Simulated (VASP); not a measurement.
A run of VASP 6.6.1:

The input INCAR:

```
SYSTEM = In
  PREC = Accurate
  ENCUT = 520
  EDIFF = 1E-6
  ISMEAR = -1
  SIGMA = 0.1
  LREAL = .FALSE.
  LASPH = .TRUE.
  NELM = 80
  ALGO = Normal
  ISIF = 2
  LWAVE = .FALSE.
  LCHARG = .FALSE.
  GGA = RE
  NBANDS = 26
```

Contents of KPOINTS:

```
regular mesh
0
G
  8 8 11
  0 0 0
```

File POSCAR:

```
In
1.0
    5.3677282893      0.0000000000      0.0000000000
   -2.6838641447      4.6485890592      0.0000000000
    0.0000000000      0.0000000000      3.3330815664
In
3
Direct
    0.0000000000      0.0000000000      0.0000000000
    0.3333333333      0.6666666667      0.5000000000
    0.6666666667      0.3333333333      0.5000000000
```

Potentials or basis: VASP PAW PBE potentials, release 64 (In_d).

Command:

```bash
$ cat potpaw_PBE.64/In_d/POTCAR > POTCAR
$ mpirun -np 1 vasp_std > vasp.out
```

Hardware: 1 thread of Intel(R) Xeon(R) Platinum 8488C (Sapphire Rapids), on a shared host.

Estimate the wall time of this run.

Wall time 67 s on 1 thread of Intel(R) Xeon(R) Platinum 8488C (Sapphire Rapids) (shared host), peak memory 0.25 GiB. Counts: scf iterations 11, k points 60.
